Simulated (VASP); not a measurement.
BAs, 2 atoms in the cell. It takes space group Pmmm (No. 47, orthorhombic). Conventional cell: a = 2.628 Å, b = 3.167 Å, c = 3.177 Å, α = 90.00°, β = 90.00°, γ = 90.00°. B (site symmetry mmm) has 4 As at 2.24 Å and 2 B at 2.63 Å within 3.0 Å. Within 3.0 Å of As (site symmetry mmm) lie 4 B at 2.24 Å and 2 As at 2.63 Å. 

| Property | Result |
| --- | --- |
| Program | VASP 6.6.1 |
| Task | single point |
| Functional | RPBE |
| Potentials or basis | VASP PAW PBE potentials, release 64 (B, As) |
| Cutoff | 520 eV |
| k mesh | 12 × 8 × 6 |
| Occupations | fermi-dirac, width 0.05 eV |
| Spin | no spin polarisation |
| Dipole correction | no |
| Further INCAR settings | ALGO = Normal; EDIFF = 1e-06; NBANDS = 11 |

Potentials or basis: VASP PAW PBE potentials, release 64 (B, As).

Command:

```sh
$ cat potpaw_PBE.64/B/POTCAR potpaw_PBE.64/As/POTCAR > POTCAR
$ mpirun -np 1 vasp_std > vasp.out
```

Hardware: 1 thread of Intel(R) Xeon(R) Platinum 8259CL CPU @ 2.50GHz (Skylake/Cascade Lake), on a shared host.

Q: How long does it take, and how much memory?

A: It took 16 s on 1 thread of Intel(R) Xeon(R) Platinum 8259CL CPU @ 2.50GHz (Skylake/Cascade Lake), on a shared host, peak memory 0.16 GiB. Counts: scf iterations 12, k points 140.
